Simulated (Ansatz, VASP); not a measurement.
**One calculation of Sc4SiS2, two programs**

```
CELL_PARAMETERS angstrom
3.66225 -5.21597 0.00000
3.66225 5.21597 0.00000
0.00000 0.00000 3.72052
ATOMIC_POSITIONS crystal
Sc 0.75162 0.24838 0.00000
Sc 0.25351 0.25351 0.50000
Sc 0.74649 0.74649 0.50000
Sc 0.24838 0.75162 0.00000
Si 0.00000 0.00000 0.00000
S 0.50000 0.00000 0.50000
S 0.00000 0.50000 0.50000
```

Change from the starting cell: species swapped into the Li2CuF4 type (Cmmm, No. 65).

Alike in both runs: functional PBE; k mesh 6 × 6 × 8; occupations gaussian, width 0.1 eV; no spin polarisation.

Ansatz relaxed the structure, and its values are those at the end. VASP's run is a single point on that final structure, the one shown.

|  | VASP | Ansatz |
| --- | --- | --- |
| version | VASP 6.6.1 | Ansatz 0.2.0 |
| potentials or method | VASP PAW PBE potentials, release 64 (Sc_sv, Si, S), cutoff 520 eV | scalar-relativistic, plane waves, PAW |
| valence electrons in the cell | 60 | 60 |

```tsv
	VASP	Ansatz	Ansatz less VASP
gap on the k mesh at the Fermi level (eV)	none	none	-
pressure (GPa)	0.2	0.0	-0.16
rms of the force components (eV/Å)	0.006	0.000	-0.0051
```

A gap of «none» marks a metal or a gap that the smearing closes. The functional is the same, so the differences come from potentials, cutoffs and numerics.
